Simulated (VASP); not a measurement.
Set up this calculation in VASP 6.6.1, as the native input.

| Property | Result |
| --- | --- |
| Task | electric field gradients |
| Functional | LDA |
| Potentials or basis | VASP PAW LDA potentials, release 64 (Ag) |
| Cutoff | 520 eV |
| k mesh | 14 × 14 × 4 |
| Occupations | fermi-dirac, width 0.08 eV |
| Spin | no spin polarisation |
| Dipole correction | no |
| Further INCAR settings | ALGO = Normal; EDIFF = 1e-08; NBANDS = 30 |

The structure of Ag lies in POSCAR:

```
Ag
1.0
    2.8668278625      0.0000000000      0.0000000000
   -1.4334139312      2.4827457572      0.0000000000
    0.0000000000      0.0000000000      9.9328838838
Ag
4
Direct
    0.3333333333      0.6666666667      0.2500000000
    0.6666666667      0.3333333333      0.7500000000
    0.0000000000      0.0000000000      0.0000000000
    0.0000000000      0.0000000000      0.5000000000
```

This isn't the form of Ag at room conditions, which is fcc.

The input as run:

INCAR

```
SYSTEM = Ag
ALGO = Normal
EDIFF = 1E-8
ENCUT = 520
ISIF = 2
ISMEAR = -1
LASPH = .TRUE.
LCHARG = .FALSE.
LEFG = .TRUE.
LREAL = .FALSE.
LWAVE = .FALSE.
NBANDS = 30
NELM = 60
PREC = Accurate
SIGMA = 0.08
```

KPOINTS

```
k-points
0
G
  14 14 4
  0 0 0
```

Potentials or basis: VASP PAW LDA potentials, release 64 (Ag).

Run with:

```console
$ cat potpaw_LDA.64/Ag/POTCAR > POTCAR
$ mpirun -np 1 vasp_std > vasp.out
```

Results of the run:

- Pressure: -9.6 GPa
- Band gap on the k mesh: zero (bands 22 and 23 overlap by 6.08 eV)
- Largest electric field gradient by atom: Ag +12.1, +10.7 (each value once) V/Å²

Caveat: the cell stands under tension; without QUAD_EFG the Cq values of the log hold for a quadrupole moment of 1 mb, not for the nuclei.

It took 4.7 min on 1 thread of Intel Xeon 8259CL, with other jobs on the host, peak memory 0.21 GiB.
